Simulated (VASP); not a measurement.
Set up this calculation in VASP 6.6.1, as the native input.

| Property | Result |
| --- | --- |
| Task | single point |
| Functional | PBE |
| Potentials or basis | VASP PAW PBE potentials, release 64 (Ir) |
| Cutoff | 520 eV |
| k mesh | 14 × 14 × 14 |
| Occupations | fermi-dirac, width 0.05 eV |
| Spin | no spin polarisation |
| Dipole correction | no |
| Further INCAR settings | ALGO = Normal; EDIFF = 1e-06; NBANDS = 16 |

The structure of Ir lies in POSCAR:

```
Ir
1.0
    0.0000000000      2.7836723155      2.7836723155
    2.7836723155      0.0000000000      2.7836723155
    2.7836723155      2.7836723155      0.0000000000
Ir
2
Direct
   -0.1250000000     -0.1250000000     -0.1250000000
    0.1250000000      0.1250000000      0.1250000000
```

This isn't the form of Ir at room conditions, which is fcc.

One way to write it, as run:

INCAR

```
SYSTEM = Ir
PREC = Accurate
ENCUT = 520
EDIFF = 1E-6
ISMEAR = -1
SIGMA = 0.05
LREAL = .False.
LASPH = .True.
NELM = 80
ALGO = Normal
ISIF = 2
LWAVE = .False.
LCHARG = .True.
GGA = PE
LELF = .True.
LVHAR = .True.
NBANDS = 16
```

KPOINTS

```
regular mesh
0
Gamma
  14 14 14
  0 0 0
```

Potentials or basis: VASP PAW PBE potentials, release 64 (Ir).

Run with:

```bash
$ cat potpaw_PBE.64/Ir/POTCAR > POTCAR
$ mpirun -np 1 vasp_std > vasp.out
```

It gave:

```
Pressure               : -0.4 GPa
Band gap on the k mesh : zero (bands 9 and 10 overlap by 1.54 eV)
```

Caveat: spin-orbit coupling is left out, which moves the levels of the heavy elements.

Wall time 100 s on 1 thread of AMD EPYC 7R13, with other jobs on the host, peak memory 0.18 GiB.
